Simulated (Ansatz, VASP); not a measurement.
NbCrCl: VASP beside Ansatz

```xyz
6
Lattice="3.2414 0.0000 0.0000 0.0000 3.2414 0.0000 0.0000 0.0000 10.9346" Properties=species:S:1:pos:R:3 pbc="T T T"
Nb    1.6207    0.0000    2.1445
Nb    0.0000    1.6207    8.7901
Cr    1.6207    1.6207    0.0000
Cr    0.0000    0.0000    0.0000
Cl    0.0000    1.6207    3.5619
Cl    1.6207    0.0000    7.3726
```

Change from the starting cell: species swapped into the CeTiGe type (P4/nmm, No. 129).

Alike in both runs: functional PBE; k mesh 6 × 6 × 2; occupations gaussian, width 0.1 eV; no spin polarisation.

Ansatz relaxed the structure, and its values are those at the end. VASP's run is a single point on that final structure, the one shown.

```csv
,VASP,Ansatz
version,VASP 6.6.1,Ansatz 0.2.0
potentials or method,"VASP PAW PBE potentials, release 64 (Nb_sv, Cr_pv, Cl), cutoff 520 eV","scalar-relativistic, plane waves, PAW"
valence electrons in the cell,64,68
```

```tsv
	VASP	Ansatz	Ansatz less VASP
gap on the k mesh at the Fermi level (eV)	none	none	-
pressure (GPa)	-0.2	0.0	+0.20
rms of the force components (eV/Å)	0.007	0.006	-0.0008
```

A gap of «none» marks a metal or a gap that the smearing closes. VASP's potentials hold 64 valence electrons a cell and Ansatz's 68, so a difference there can come from the potentials and not from the codes.
